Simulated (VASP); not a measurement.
Set up this calculation in VASP 6.6.1, as the native input.

- Task: single point
- Functional: LDA
- Potentials or basis: VASP PAW LDA potentials, release 64 (Fe)
- Cutoff: 520 eV
- k mesh: 13 × 13 × 13
- Occupations: fermi-dirac, width 0.05 eV
- Spin: collinear spin, ferromagnetic start
- Starting moments: [3.0] μB
- Dipole correction: no
- Further INCAR settings: ALGO = Fast; EDIFF = 1e-06; NBANDS = 14

The structure of Fe lies in POSCAR:

```
Fe
1.0
    0.0000000000      1.9798226863      2.0036464209
    1.5278283418      0.0000000000      2.0036464209
    1.5278283418      1.9798226863      0.0000000000
Fe
1
Direct
    0.0000000000      0.0000000000      0.0000000000
```

This cell differs from its parent crystal: volume scaled by 1.06.

These files were run (other wordings do the same):

INCAR

```
SYSTEM = Fe
ALGO = Fast ; EDIFF = 1E-6
ENCUT = 520 ; ISIF = 2
ISMEAR = -1 ; ISPIN = 2
LASPH = .True. ; LCHARG = .False.
LMAXMIX = 4 ; LORBIT = 11
LREAL = .False. ; LWAVE = .False.
MAGMOM = 3 ; NBANDS = 14
NELM = 150 ; PREC = Accurate
SIGMA = 0.05
```

KPOINTS

```
k-points
0
Gamma
  13 13 13
  0 0 0
```

Potentials or basis: VASP PAW LDA potentials, release 64 (Fe).

Launch:

```bash
$ cat potpaw_LDA.64/Fe/POTCAR > POTCAR
$ mpirun -np 1 vasp_std > vasp.out
```

Results of the run:

The pressure is -26.6 GPa and the net moment is 2.23 μB per cell. The site moments are Fe +2.21 μB. The valence electrons inside the program's atomic spheres are Fe 7.16.

Run time: 58 s on 1 thread of Intel(R) Xeon(R) Platinum 8375C CPU @ 2.90GHz (Ice Lake), with other jobs on the host, peak memory 0.19 GiB.
